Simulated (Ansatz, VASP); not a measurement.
# HfB2 in VASP and in Ansatz

INCAR

```
SYSTEM = HfB2
PREC = Accurate
ENCUT = 520
EDIFF = 1E-6
ISMEAR = -1
SIGMA = 0.05
LREAL = .False.
LASPH = .True.
NELM = 100
ALGO = Normal
ISIF = 2
LWAVE = .False.
LCHARG = .False.
GGA = PE
NBANDS = 15
```

The input KPOINTS:

```
Automatic mesh
0
Gamma
  13 13 11
  0 0 0
```

The input POSCAR:

```
HfB2
1.0
    3.1400001005      0.0000000000      0.0000000000
   -1.5700000503      2.7193198549      0.0000000000
    0.0000000000      0.0000000000      3.4104000000
Hf B
1 2
Direct
    0.0000000000      0.0000000000      0.0000000000
    0.3333333333      0.6666666667      0.5000000000
    0.6666666667      0.3333333333      0.5000000000
```

Input for Ansatz:

```yaml
crystal:
  lattice:
    - [3.1400001005, 0.0, 0.0]
    - [-1.5700000503, 2.7193198549, 0.0]
    - [0.0, 0.0, 3.4104]
  atoms:
    - { symbol: Hf, position: [0.0, 0.0, 0.0] }
    - { symbol: B, position: [0.3333333333, 0.6666666667, 0.5] }
    - { symbol: B, position: [0.6666666667, 0.3333333333, 0.5] }
kpoints:
  mp_grid: { grid: [13, 13, 11] }
  band_path:
    path:
      - [0.0, 0.0, 0.0]
      - [0.5, 0.0, 0.0]
      - [0.3333333333, 0.3333333333, 0.0]
      - [0.0, 0.0, 0.0]
      - [0.0, 0.0, 0.5]
      - [0.5, 0.0, 0.5]
      - [0.3333333333, 0.3333333333, 0.5]
      - [0.0, 0.0, 0.5]
      - [0.5, 0.0, 0.5]
    npoints: 5
scf:
  occupations: { method: fermi_dirac, width: 0.05 }
hamiltonian:
  xc: pbe
  pseudopotentials: { kind: all_electron, lapw: { basis_error: 0.0005 } }
output:
  forces: true
  stress: true
  eigenvalues: true
```

Change from the starting cell: zz strain of -2 %.

Alike in both runs: task single point; functional PBE; k mesh 13 × 13 × 11; occupations fermi-dirac, width 0.05 eV; no spin polarisation.

|  | VASP | Ansatz |
| --- | --- | --- |
| version | VASP 6.6.1 | Ansatz 0.2.0 |
| potentials or method | VASP PAW PBE potentials, release 64 (Hf_pv, B), cutoff 520 eV | all-electron LAPW, scalar-relativistic |

|  | VASP | Ansatz | Ansatz less VASP |
| --- | --- | --- | --- |
| pressure (GPa) | 6.1 | 6.4 | +0.36 |
| traceless stress, the component that is largest in VASP (GPa) | 4.80 | 4.58 | -0.223 |

Ansatz ran all-electron here, and VASP with PAW potentials.

Neither program's run includes spin-orbit coupling.
